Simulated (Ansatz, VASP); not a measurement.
**Two plane-wave programs on ZrC**

The input INCAR:

```
SYSTEM = ZrC
PREC = Accurate ; ENCUT = 520
EDIFF = 1E-6 ; ISMEAR = 0
SIGMA = 0.1 ; LREAL = .False.
LASPH = .True. ; NELM = 100
ALGO = Normal ; ISIF = 2
LWAVE = .False. ; LCHARG = .False.
GGA = PE ; NBANDS = 15
```

Contents of KPOINTS:

```
Automatic mesh
0
Gamma
  6 6 6
  0 0 0
```

Contents of POSCAR:

```
ZrC
1.0
    3.5828223100      0.0000000000      0.0000000000
    0.0000000000      3.5828223100      0.0000000000
    0.0000000000      0.0000000000      2.6597072200
Zr C
1 1
Direct
    0.5000000000      0.5000000000      0.0000000000
    0.0000000000      0.0000000000      0.0000000000
```

Input for Ansatz:

```yaml
crystal:
  lattice:
    - [3.58282231, 0.0, 0.0]
    - [0.0, 3.58282231, 0.0]
    - [0.0, 0.0, 2.65970722]
  atoms:
    - { symbol: Zr, position: [0.5, 0.5, 0.0] }
    - { symbol: C, position: [0.0, 0.0, 0.0] }
basis:
  ecutwfc: 420
kpoints:
  mp_grid: { grid: [6, 6, 6] }
hamiltonian:
  xc: pbe
scf:
  occupations: { method: gaussian, width: 0.1 }
  lower_state_search: "off"
output:
  forces: true
  stress: true
  eigenvalues: true
```

Alike in both runs: task single point; functional PBE; k mesh 6 × 6 × 6; occupations gaussian, width 0.1 eV; no spin polarisation.

```csv
,VASP,Ansatz
version,VASP 6.6.1,Ansatz 0.2.0
potentials or method,"VASP PAW PBE potentials, release 64 (Zr_sv, C), cutoff 520 eV","scalar-relativistic, plane waves, PAW"
valence electrons in the cell,16,16
```

Ansatz gave:

- gap on the k mesh at the Fermi level (eV): none
- pressure (GPa): -14.3
- traceless stress, the component that is largest in VASP (GPa): 42.15

Which values does VASP return?

gap on the k mesh at the Fermi level (eV): none; pressure (GPa): -14.3; traceless stress, the component that is largest in VASP (GPa): 42.17.

A gap of «none» marks a metal or a gap that the smearing closes.

The k mesh is coarse, so the values compare programs but aren't converged.
